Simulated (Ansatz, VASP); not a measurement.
# CsPbCl3: VASP beside Ansatz

```
Cs Pb Cl
1.0
     5.73527    0.00000    0.00000
     0.00000    5.73527    0.00000
     0.00000    0.00000    5.73527
Cs Pb Cl
1 1 3
Direct
  0.00000 0.00000 0.00000
  0.50000 0.50000 0.50000
  0.00000 0.50000 0.50000
  0.50000 0.00000 0.50000
  0.50000 0.50000 0.00000
```

Alike in both runs: functional PBE; k mesh 6 × 6 × 6; occupations gaussian, width 0.02 eV; no spin polarisation.

Ansatz relaxed the structure, and its values are those at the end. VASP's run is a single point on that final structure, the one shown.

|  | VASP | Ansatz |
| --- | --- | --- |
| version | VASP 6.6.1 | Ansatz 0.2.0 |
| potentials or method | VASP PAW PBE potentials, release 64 (Cs_sv, Pb_d, Cl), cutoff 520 eV | scalar-relativistic, plane waves, PAW |
| valence electrons in the cell | 44 | 44 |

|  | VASP | Ansatz | Ansatz less VASP |
| --- | --- | --- | --- |
| gap on the k mesh at the Fermi level (eV) | 2.22 | 2.21 | -0.008 |
| least direct gap on the mesh (eV) | 2.22 | 2.21 | -0.008 |
| pressure (GPa) | 0.0 | 0.0 | +0.04 |

Spin-orbit coupling is off throughout.
